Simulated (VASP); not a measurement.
# GaAs (F-43m) in VASP: further runs

The runs below take GaAs through relaxation of cell and atoms, with LDA.

Everything below comes from runs of VASP 6.6.1. Logs are shortened: lines on timing, memory, paths and dates and some standing lists are left out, and cuts for length are marked.

## (1) The cell of the first run

The structure is cubic, space group F-43m (No. 216). The conventional cell has a = 5.603 Å, b = 5.603 Å, c = 5.603 Å, α = 90.00°, β = 90.00°, γ = 90.00°. Within 3.2 Å of Ga (site symmetry -43m) lie 4 As at 2.43 Å. Within 3.2 Å of As (site symmetry -43m) lie 4 Ga at 2.43 Å.

## (2) Relaxation of cell and atoms, LDA

INCAR

```
  ALGO = Normal
  EDIFF = 1E-7
  EDIFFG = -0.002
  ENCUT = 600
  IBRION = 2
  ISIF = 3
  ISMEAR = 0
  LASPH = True
  LCHARG = False
  LREAL = False
  LWAVE = False
  NELM = 60
  NSW = 100
  PREC = Accurate
  SIGMA = 0.02
```

KPOINTS

```
k-points
0
Gamma
  12 12 12
```

POSCAR

```
GaAs
1.0
    0.0000000000      2.8016867468      2.8016867468
    2.8016867468      0.0000000000      2.8016867468
    2.8016867468      2.8016867468      0.0000000000
Ga As
1 1
Direct
    0.0000000000      0.0000000000      0.0000000000
    0.7500000000      0.7500000000      0.7500000000
```

Potentials or basis: VASP PAW LDA potentials, release 64 (Ga_d, As).

The run is started by

```
$ cat potpaw_LDA.64/Ga_d/POTCAR potpaw_LDA.64/As/POTCAR > POTCAR
$ mpirun -np 1 vasp_std > vasp.out
```

OUTCAR:

```text
EDIFF = 1E-7
   EDIFFG = -0.002
   ENCUT = 600
   IBRION = 2
   ISIF = 3
   ISMEAR = 0
   LASPH = True
   LREAL = False
   NELM = 60
   NSW = 100
   PREC = Accurate

 ion  position               nearest neighbor table
   1  0.000  0.000  0.000-   2 2.43   2 2.43   2 2.43   2 2.43
   2  0.750  0.750  0.750-   1 2.43   1 2.43   1 2.43   1 2.43

  LATTYP: Found a face centered cubic cell.
 ALAT       =     5.6033734936

  Lattice vectors:

 A1 = (   0.0000000000,   2.8016867468,   2.8016867468)
 A2 = (   2.8016867468,   0.0000000000,   2.8016867468)
 A3 = (   2.8016867468,   2.8016867468,   0.0000000000)

Analysis of symmetry for initial positions (statically):
=====================================================================
 Subroutine PRICEL returns:
 Original cell was already a primitive cell.

 Routine SETGRP: Setting up the symmetry group for a
 face centered cubic supercell.

 Subroutine GETGRP returns: Found 24 space group operations
 (whereof 24 operations were pure point group operations)
 out of a pool of 48 trial point group operations.

The static configuration has the point symmetry T_d .

Analysis of symmetry for dynamics (positions and initial velocities):
=====================================================================
 Subroutine PRICEL returns:
 Original cell was already a primitive cell.

 Routine SETGRP: Setting up the symmetry group for a
 face centered cubic supercell.

 Subroutine GETGRP returns: Found 24 space group operations
 (whereof 24 operations were pure point group operations)
 out of a pool of 48 trial point group operations.

The dynamic configuration has the point symmetry T_d .

 Subroutine INISYM returns: Found 24 space group operations
 (whereof 24 operations are pure point group operations),
 and found     1 'primitive' translations

----------------------------------------------------------------------------------------

                                     Primitive cell

  volume of cell :      43.9834

  direct lattice vectors                    reciprocal lattice vectors
     0.000000000  2.801686747  2.801686747    -0.178463920  0.178463920  0.178463920
     2.801686747  0.000000000  2.801686747     0.178463920 -0.178463920  0.178463920
     2.801686747  2.801686747  0.000000000     0.178463920  0.178463920 -0.178463920

  length of vectors
     3.962183395  3.962183395  3.962183395     0.309108577  0.309108577  0.309108577

  position of ions in fractional coordinates (direct lattice)
     0.000000000  0.000000000  0.000000000
     0.750000000  0.750000000  0.750000000

  ion indices of the primitive-cell ions
   primitive index   ion index
                 1           1
                 2           2

----------------------------------------------------------------------------------------

 KPOINTS: k-points

Automatic generation of k-mesh.
 Grid dimensions read from file:
 generate k-points for:   12   12   12

 Generating k-lattice:

  Cartesian coordinates                     Fractional coordinates (reciprocal lattice)
    -0.014871993  0.014871993  0.014871993     0.083333333  0.000000000  0.000000000
     0.014871993 -0.014871993  0.014871993     0.000000000  0.083333333  0.000000000
     0.014871993  0.014871993 -0.014871993     0.000000000  0.000000000  0.083333333

  Length of vectors
     0.025759048  0.025759048  0.025759048

  Shift w.r.t. Gamma in fractional coordinates (k-lattice)
     0.000000000  0.000000000  0.000000000

 Subroutine IBZKPT returns following result:
 ===========================================

 Found     72 irreducible k-points:

 Following reciprocal coordinates:
            Coordinates               Weight
  0.000000  0.000000  0.000000      1.000000
  0.083333  0.000000  0.000000      8.000000
  0.166667  0.000000  0.000000      8.000000
  0.250000  0.000000  0.000000      8.000000
  0.333333  0.000000  0.000000      8.000000
  0.416667  0.000000  0.000000      8.000000
[... 16 lines left out ...]
  0.500000  0.166667  0.000000     24.000000
 -0.416667  0.166667  0.000000     24.000000
 [... further k-points ...]
   k-points           NKPTS =     72   k-points in BZ     NKDIM =     72   number of bands    NBANDS=     13
   number of dos      NEDOS =    301   number of ions     NIONS =      2
   total plane-waves  NPLWV =  32768
   dimension x,y,z NGX =    32 NGY =   32 NGZ =   32
   dimension x,y,z NGXF=    64 NGYF=   64 NGZF=   64
   ions per type =               1   1
   NGX,Y,Z   is equivalent  to a cutoff of  13.43, 13.43, 13.43 a.u.
   NGXF,Y,Z  is equivalent  to a cutoff of  26.85, 26.85, 26.85 a.u.
 SYSTEM =  unknown system
   PREC   = accura    normal or accurate (medium, high low for compatibility)
   ISTART =      0    job   : 0-new  1-cont  2-samecut
   ICHARG =      2    charge: 1-file 2-atom 10-const
   ISPIN  =      1    spin polarized calculation?
   LNONCOLLINEAR =      F non collinear calculations
   LSORBIT =      F    spin-orbit coupling
   LASPH  =      T    aspherical Exc in radial PAW
   ENCUT  =  600.0 eV  44.10 Ry    6.64 a.u.   7.91  7.91  7.91*2*pi/ulx,y,z
   NELM   =     60;   NELMIN=  2; NELMDL= -5     # of ELM steps
   EDIFF  = 0.1E-06   stopping-criterion for ELM
   LREAL  =      F    real-space projection
   EDIFFG = -.2E-02   stopping-criterion for IOM
   NSW    =    100    number of steps for IOM
   IBRION =      2    ionic relax: 0-MD 1-quasi-New 2-CG
   NFREE  =      1    steps in history (QN), initial steepest desc. (CG)
   ISIF   =      3    stress and relaxation
   ISYM   =      2    0-nonsym 1-usesym 2-fastsym
   POTIM  = 0.5000    time-step for ionic-motion
   TEBEG  =    0.0;   TEEND  =   0.0 temperature during run
   PSTRESS=    0.0 pullay stress
   NELECT =      18.0000    total number of electrons
   NUPDOWN=      -1.0000    fix difference up-down
   EMIN   =  10.00;   EMAX   =-10.00  energy-range for DOS
   EFERMI =   0.00;   METHOD = LEGACY
   ISMEAR =     0;   SIGMA  =   0.02  broadening in eV -4-tet -1-fermi 0-gaus
   EFERMI_NEDOS =   21; number of points for ismear=-14 and -15
   IALGO  =     38    algorithm
   IMIX   =      4    mixing-type and parameters
     AMIX     =   0.40;   BMIX     =  1.00
     AMIX_MAG =   1.60;   BMIX_MAG =  1.00
  volume/ion in A,a.u.               =      21.99       148.41
  Fermi-wavevector in a.u.,A,eV,Ry     =   1.215447  2.296862 20.100048  1.477312
  Thomas-Fermi vector in A             =   2.350834
   LORBIT       =      0    0 simple, 1 ext, 2 COOP (PROOUT), +10 PAW based schemes
   GGA     = CA    functional components
   LHFCALC =     F    Hartree Fock is set to
   AEXX    =    0.0000 exact exchange contribution
   IVDW    =     0    specifies the selected vdW correction
   LEPSILON=     F    determine dielectric tensor
   LRPA    =     F    only Hartree local field effects (RPA)
 conjugate gradient relaxation of ions
 non-spin polarized calculation
 Gauss-broadening in eV      SIGMA  =   0.02
  energy-cutoff  :      600.00
  volume of cell :       43.98
 maximum number of plane-waves:      1484
   NGX = 15   NGY = 15   NGZ = 15

--------------------------------------- Ionic step        1  -------------------------------------------

 number of electron      18.0000004 magnetization

 Free energy of the ion-electron system (eV)
  ---------------------------------------------------
  ext. energy  EPLUGINS =         0.00000000
  ---------------------------------------------------
  free energy    TOTEN  =        -9.64190501 eV

  energy without entropy =       -9.64190501  energy(sigma->0) =       -9.64190501

 E-fermi :   4.1555     XC(G=0): -10.0313

 val. band max:        4.0595798448   @ k =   0.0000   0.0000   0.0000
 cond. band min:       4.5950452398   @ k =   0.0000   0.0000   0.0000
 fundamental gap:      0.5354653950
 Fermi energy:         4.1554846187

 k-point     1 :       0.0000    0.0000    0.0000
  band No.  band energies     occupation
      1     -10.9188      2.00000
      2     -10.9188      2.00000
      3     -10.9188      2.00000
      4     -10.8339      2.00000
      5     -10.8339      2.00000
      6      -8.9002      2.00000
      7       4.0596      2.00000
      8       4.0596      2.00000
      9       4.0596      2.00000
     10       4.5950      0.00000
     11       7.7404      0.00000
     12       7.7404      0.00000
     13       7.7404      0.00000

 k-point     2 :       0.0833    0.0000    0.0000
  band No.  band energies     occupation
      1     -10.9256      2.00000
      2     -10.9170      2.00000
      3     -10.9170      2.00000
      4     -10.8340      2.00000
      5     -10.8340      2.00000
      6      -8.8152      2.00000
      7       2.8207      2.00000
      8       3.9398      2.00000
      9       3.9398      2.00000
     10       5.4360      0.00000
     11       7.8991      0.00000
[... 484 lines left out ...]
 POSITION                                       TOTAL-FORCE (eV/Angst)
 -----------------------------------------------------------------------------------
      5.61129      5.61129      5.61129         0.000000     -0.000000      0.000000
      4.20847      4.20847      4.20847        -0.000000      0.000000     -0.000000
 -----------------------------------------------------------------------------------
    total drift:                               -0.000000     -0.000000     -0.000000

  FREE ENERGIE OF THE ION-ELECTRON SYSTEM (eV)
  ---------------------------------------------------
  free  energy   TOTEN  =        -9.6420694768 eV

  energy  without entropy=       -9.6420694768  energy(sigma->0) =       -9.64206948

--------------------------------------- Ionic step        5  -------------------------------------------

 number of electron      18.0000006 magnetization

 Free energy of the ion-electron system (eV)
  ---------------------------------------------------
  ext. energy  EPLUGINS =         0.00000000
  ---------------------------------------------------
  free energy    TOTEN  =        -9.64206995 eV

  energy without entropy =       -9.64206995  energy(sigma->0) =       -9.64206995

 E-fermi :   4.1053     XC(G=0): -10.0131

 val. band max:        4.0193776210   @ k =   0.0000   0.0000   0.0000
 cond. band min:       4.5236479190   @ k =   0.0000   0.0000   0.0000
 fundamental gap:      0.5042702981
 Fermi energy:         4.1053271638

 k-point     1 :       0.0000    0.0000    0.0000
  band No.  band energies     occupation
      1     -10.9507      2.00000
      2     -10.9507      2.00000
      3     -10.9507      2.00000
      4     -10.8669      2.00000
      5     -10.8669      2.00000
      6      -8.9101      2.00000
      7       4.0194      2.00000
      8       4.0194      2.00000
      9       4.0194      2.00000
     10       4.5236      0.00000
     11       7.6994      0.00000
     12       7.6994      0.00000
     13       7.6994      0.00000

 k-point     2 :       0.0833    0.0000    0.0000
  band No.  band energies     occupation
      1     -10.9574      2.00000
      2     -10.9489      2.00000
      3     -10.9489      2.00000
      4     -10.8670      2.00000
      5     -10.8670      2.00000
      6      -8.8256      2.00000
      7       2.7755      2.00000
      8       3.9004      2.00000
      9       3.9004      2.00000
     10       5.3734      0.00000
     11       7.8551      0.00000
[... 376 lines left out ...]
 POSITION                                       TOTAL-FORCE (eV/Angst)
 -----------------------------------------------------------------------------------
      0.00000      0.00000      0.00000         0.000000      0.000000      0.000000
      4.20827      4.20827      4.20827        -0.000000     -0.000000     -0.000000
 -----------------------------------------------------------------------------------
    total drift:                               -0.000000     -0.000000     -0.000000

  FREE ENERGIE OF THE ION-ELECTRON SYSTEM (eV)
  ---------------------------------------------------
  free  energy   TOTEN  =        -9.6420699497 eV

  energy  without entropy=       -9.6420699497  energy(sigma->0) =       -9.64206995

 reached required accuracy - stopping structural energy minimisation
```

Wall time 2.3 min (1 thread of Intel Xeon 8259CL, shared host); peak memory 0.2 GiB.

Results:

```yaml
Free_energy: -9.6421 eV
Relaxed_volume: 22.08 Å³/atom
Relaxed_cell: a = 3.968 Å, b = 3.968 Å, c = 3.968 Å, α = 60.00°, β = 60.00°, γ = 60.00°
Space_group_after_relaxing_to_0.1_Å: F-43m (No. 216)
Energy_gained_by_relaxing: 0.1 meV/atom
Ionic_steps: 5
Pressure_after_relaxing: 0.0 GPa
Band_gap_on_the_k_mesh: 0.50 eV
```

The path:
```
step  energy change (eV)  largest force (eV/Å)  pressure (GPa)  volume (Å³)
   1              0.0000                0.0000            0.30        43.98
   2             -0.0001                0.0000           -0.15        44.25
   3             -0.0002                0.0000            0.02        44.16
   4             -0.0002                0.0000           -0.03        44.17
   5             -0.0002                0.0000            0.01        44.16
```

Final structure:
```cif
data_structure
_symmetry_space_group_name_H-M 'P 1'
_symmetry_Int_Tables_number 1
_cell_length_a 3.9676
_cell_length_b 3.9676
_cell_length_c 3.9676
_cell_angle_alpha 60.000
_cell_angle_beta 60.000
_cell_angle_gamma 60.000
_cell_volume 44.16
loop_
_atom_site_label
_atom_site_type_symbol
_atom_site_fract_x
_atom_site_fract_y
_atom_site_fract_z
_atom_site_occupancy
Ga1 Ga 0.00000 0.00000 0.00000 1
As1 As 0.75000 0.75000 0.75000 1
```

Levels at points of the mesh, in eV from the valence-band top:
```csv
k point,band 7,band 8,band 9,band 10,band 11,band 12
"(0.00, 0.00, 0.00)",0.00,0.00,0.00,0.50,3.68,3.68
"(0.50, 0.00, 0.00)",-6.82,-1.18,-1.18,0.93,4.59,4.59
"(0.50, 0.50, 0.00)",-6.98,-2.77,-2.77,1.30,1.54,10.22
```

A k mesh can miss the band edges.

## (3) Relaxation of cell and atoms, LDA

This run uses another cell than the first one, of 23.77 Å³/atom.

INCAR

```
SYSTEM = GaAs
PREC = Accurate
ENCUT = 600
EDIFF = 1E-6
ISMEAR = 0
SIGMA = 0.1
LREAL = .FALSE.
LASPH = .TRUE.
NELM = 60
ALGO = Normal
ISIF = 3
LWAVE = .FALSE.
LCHARG = .FALSE.
GGA = CA
IBRION = 2
NSW = 100
EDIFFG = -0.002
```

KPOINTS

```
Automatic mesh
0
G
  12 12 12
  0 0 0
```

POSCAR

```
GaAs
1.0
    0.0000000000      2.8750910500      2.8750910500
    2.8750910500      0.0000000000      2.8750910500
    2.8750910500      2.8750910500      0.0000000000
Ga As
1 1
Direct
    0.0000000000      0.0000000000      0.0000000000
    0.7500000000      0.7500000000      0.7500000000
```

Potentials or basis: VASP PAW LDA potentials, release 64 (Ga_d, As).

The run is started by

```
$ cat potpaw_LDA.64/Ga_d/POTCAR potpaw_LDA.64/As/POTCAR > POTCAR
$ mpirun -np 1 vasp_std > vasp.out
```

It took 5.2 min on 1 thread of Intel Xeon 8259CL, shared host; peak memory 0.21 GiB.

The run converged. Its results:

```yaml
Free_energy: -9.6426 eV
Relaxed_volume: 22.09 Å³/atom
Relaxed_cell: a = 3.968 Å, b = 3.968 Å, c = 3.968 Å, α = 60.00°, β = 60.00°, γ = 60.00°
Space_group_after_relaxing_to_0.1_Å: F-43m (No. 216)
Energy_gained_by_relaxing: 25.9 meV/atom
Ionic_steps: 20
Pressure_after_relaxing: 0.0 GPa
Band_gap_on_the_k_mesh: 0.50 eV
```

Step by step:
| step | energy change (eV) | largest force (eV/Å) | pressure (GPa) | volume (Å³) |
| --- | --- | --- | --- | --- |
| 1 | 0.0000 | 0.0000 | -4.59 | 47.53 |
| 2 | -0.0444 | 0.0000 | 2.10 | 43.00 |
| 3 | -0.0519 | 0.0000 | 0.03 | 44.16 |
| 4 | -0.0519 | 0.0000 | -0.16 | 44.22 |
| 5 | -0.0519 | 0.0000 | -0.06 | 44.22 |
| 6 | -0.0519 | 0.0000 | -0.11 | 44.22 |
| 7 | -0.0519 | 0.0000 | -0.09 | 44.21 |
| 8 | -0.0519 | 0.0000 | -0.10 | 44.21 |
| 9 | -0.0519 | 0.0000 | -0.10 | 44.21 |
| 10 | -0.0519 | 0.0000 | -0.10 | 44.21 |
| 11 | -0.0519 | 0.0000 | -0.03 | 44.20 |
| 12 | -0.0519 | 0.0000 | -0.08 | 44.20 |
| 13 | -0.0519 | 0.0000 | -0.03 | 44.20 |
| 14 | -0.0519 | 0.0000 | -0.07 | 44.20 |
| 15 | -0.0519 | 0.0000 | -0.07 | 44.19 |
| 16 | -0.0519 | 0.0000 | -0.03 | 44.19 |
| 17 | -0.0519 | 0.0000 | 0.02 | 44.17 |
| 18 | -0.0519 | 0.0000 | -0.08 | 44.18 |
| 19 | -0.0519 | 0.0000 | 0.02 | 44.17 |
| 20 | -0.0519 | 0.0000 | -0.01 | 44.17 |

Final structure:
```
CELL_PARAMETERS angstrom
0.00000 2.80573 2.80573
2.80573 0.00000 2.80573
2.80573 2.80573 0.00000
ATOMIC_POSITIONS crystal
Ga 0.00000 0.00000 0.00000
As 0.75000 0.75000 0.75000
```

Levels at points of the mesh, in eV from the valence-band top:
```
           k point  band 6  band 7  band 8  band 9  band 10  band 11  band 12  band 13
(0.00, 0.00, 0.00)  -12.93    0.00    0.00    0.00     0.50     3.68     3.68     3.68
(0.50, 0.00, 0.00)  -11.09   -6.82   -1.18   -1.18     0.93     4.59     4.59     7.59
(0.50, 0.50, 0.00)  -10.32   -6.98   -2.77   -2.77     1.30     1.54    10.22    10.22
```

A k mesh can miss the band edges.
